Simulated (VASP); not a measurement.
Wanted: the native input for a VASP 6.6.1 run.

```yaml
Task: single point
Functional: PBEsol
Potentials_or_basis: VASP PAW PBE potentials, release 64 (Ni, Al)
Cutoff: 520 eV
k_mesh: 11 × 11 × 7
Occupations: fermi-dirac, width 0.05 eV
Spin: collinear spin, ferromagnetic start
Starting_moments: "[1.0, 0.0] μB"
Dipole_correction: no
Further_INCAR_settings: ALGO = Normal; EDIFF = 1e-06; NBANDS = 18
```

The structure of AlNi lies in POSCAR:

```
AlNi
1.0
    2.2852397227     -1.3853194495      0.0000000000
    2.2852397227      1.3853194495      0.0000000000
   -1.3473470277      0.0000000000      3.8547913226
Ni Al
1 1
Direct
    0.5000000000      0.5000000000      0.5000000000
    0.0000000000      0.0000000000      0.0000000000
```

One way to write it, as run:

INCAR

```
SYSTEM = AlNi
PREC = Accurate
ENCUT = 520
EDIFF = 1E-6
ISMEAR = -1
SIGMA = 0.05
LREAL = .False.
LASPH = .True.
NELM = 150
ALGO = Normal
ISIF = 2
LWAVE = .False.
LCHARG = .True.
ISPIN = 2
MAGMOM = 1 0
LORBIT = 11
LMAXMIX = 4
GGA = PS
LELF = .True.
LVHAR = .True.
NBANDS = 18
```

KPOINTS

```
regular mesh
0
Gamma
  11 11 7
  0 0 0
```

Potentials or basis: VASP PAW PBE potentials, release 64 (Ni, Al).

Launch:

```sh
$ cat potpaw_PBE.64/Ni/POTCAR potpaw_PBE.64/Al/POTCAR > POTCAR
$ mpirun -np 1 vasp_std > vasp.out
```

It gave:

| Property | Result |
| --- | --- |
| Pressure | 0.3 GPa |
| Net moment | 0.00 μB per cell |
| Valence electrons inside the program's atomic spheres | Ni 9.40; Al 0.83 |

Caveat: the PAW data sets were made with another functional, which shifts forces and pressure a little.

It took 94 s on 1 thread of Intel(R) Xeon(R) 6975P-C (Granite Rapids), with other jobs on the host, peak memory 0.26 GiB.
